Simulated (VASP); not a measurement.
Hg:

```
Hg
1.0
     0.00000    2.25955    2.25955
     2.25955    0.00000    2.25955
     2.25955    2.25955    0.00000
Hg
1
Direct
  0.00000 0.00000 0.00000
```

| Quantity | Value |
| --- | --- |
| Program | VASP 6.6.1 |
| Task | relaxation of cell and atoms |
| Functional | RPBE |
| Potentials or basis | VASP PAW PBE potentials, release 64 (Hg) |
| Cutoff | 600 eV |
| k mesh | 12 × 12 × 12 |
| Occupations | fermi-dirac, width 0.1 eV |
| Spin | no spin polarisation |

At the start: pressure 8.9 GPa; volume 23.07 Å³/atom.

**Question.** How do energy, volume and symmetry change on relaxing?

**Answer.** Over 5 steps the energy falls by 338.5 meV/atom and the volume is 61.68 Å³/atom (+167.3 %); space group Fm-3m (No. 225, to 0.05 Å).

The path:
| step | energy change (eV) | largest force (eV/Å) | pressure (GPa) | volume (Å³) |
| --- | --- | --- | --- | --- |
| 1 | 0.0000 | 0.0000 | 8.90 | 23.07 |
| 2 | -0.1504 | 0.0000 | 3.19 | 27.62 |
| 3 | -0.2150 | 0.0000 | 2.24 | 31.42 |
| 4 | -0.2936 | 0.0000 | 0.94 | 40.03 |
| 5 | -0.3385 | 0.0000 | 0.01 | 61.68 |

Final structure:
```
CELL_PARAMETERS angstrom
0.00000 3.13604 3.13604
3.13604 0.00000 3.13604
3.13604 3.13604 0.00000
ATOMIC_POSITIONS crystal
Hg 0.00000 0.00000 0.00000
```

Caveat: the volume moved by over 15 % at a fixed basis, so the end points are rough; the PAW data sets were made with another functional, which shifts forces and pressure a little.
